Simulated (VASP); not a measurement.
A run of VASP 6.6.1:

The input INCAR:

```
PREC = Accurate
ENCUT = 520
EDIFF = 1E-7
ISMEAR = 1
SIGMA = 0.15
LREAL = F
LASPH = T
NELM = 80
ALGO = Normal
ISIF = 2
LWAVE = F
LCHARG = F
GGA = PE
IVDW = 12
NBANDS = 20
```

The input KPOINTS:

```
regular mesh
0
Gamma
  7 7 7
```

Contents of POSCAR:

```
GaGe
1.0
    0.0000000000      2.8718529676      2.8718529676
    2.8718529676      0.0000000000      2.8718529676
    2.8718529676      2.8718529676      0.0000000000
Ga Ge
1 1
Direct
    0.7500000000      0.7500000000      0.7500000000
    0.0000000000      0.0000000000      0.0000000000
```

Potentials or basis: VASP PAW PBE potentials, release 64 (Ga_d, Ge_d).

Launch:

```sh
$ cat potpaw_PBE.64/Ga_d/POTCAR potpaw_PBE.64/Ge_d/POTCAR > POTCAR
$ mpirun -np 1 vasp_std > vasp.out
```

Hardware: 1 thread of Intel(R) Xeon(R) Platinum 8259CL CPU @ 2.50GHz (Skylake/Cascade Lake), with other jobs on the host.

How long does it take, and how much memory?

It took 18 s on 1 thread of Intel(R) Xeon(R) Platinum 8259CL CPU @ 2.50GHz (Skylake/Cascade Lake), on a shared host, peak memory 0.18 GiB. Counts: scf iterations 12, k points 20.
